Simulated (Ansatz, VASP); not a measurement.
**GaSb3: VASP beside Ansatz**

```xyz
4
Lattice="-0.0730 3.6479 3.6479 3.6479 -0.0730 3.6479 3.5749 3.5749 0.0000" Properties=species:S:1:pos:R:3 pbc="T T T"
Ga    0.0000    0.0000    0.0000
Sb    1.7875    1.7875    1.8239
Sb    5.3624    5.3624    5.4718
Sb    3.5749    3.5749    3.6479
```

Change from the starting cell: strain -0.0400 x Voigt [0, 0, 0, 0, 0, 1], atoms carried along.

Alike in both runs: task single point; functional PBE; dispersion D3(BJ); k mesh 12 × 12 × 12; occupations gaussian, width 0.15 eV; no spin polarisation.

|  | VASP | Ansatz |
| --- | --- | --- |
| version | VASP 6.6.1 | Ansatz 0.2.0 |
| potentials or method | VASP PAW PBE potentials, release 64 (Ga_d, Sb), cutoff 520 eV | scalar-relativistic, plane waves, PAW |
| valence electrons in the cell | 28 | 58 |

```tsv
	VASP	Ansatz	Ansatz less VASP
gap on the k mesh at the Fermi level (eV)	none	none	-
pressure (GPa)	0.3	0.4	+0.08
traceless stress, the component that is largest in VASP (GPa)	1.26	1.25	-0.011
rms of the force components (eV/Å)	0.051	0.051	-0.0002
```

Atom by atom the forces differ by 0.000 eV/Å (rms over components). A gap of «none» marks a metal or a gap that the smearing closes. VASP's potentials hold 28 valence electrons a cell and Ansatz's 58, so a difference there can come from the potentials and not from the codes.

Neither program's run includes spin-orbit coupling.
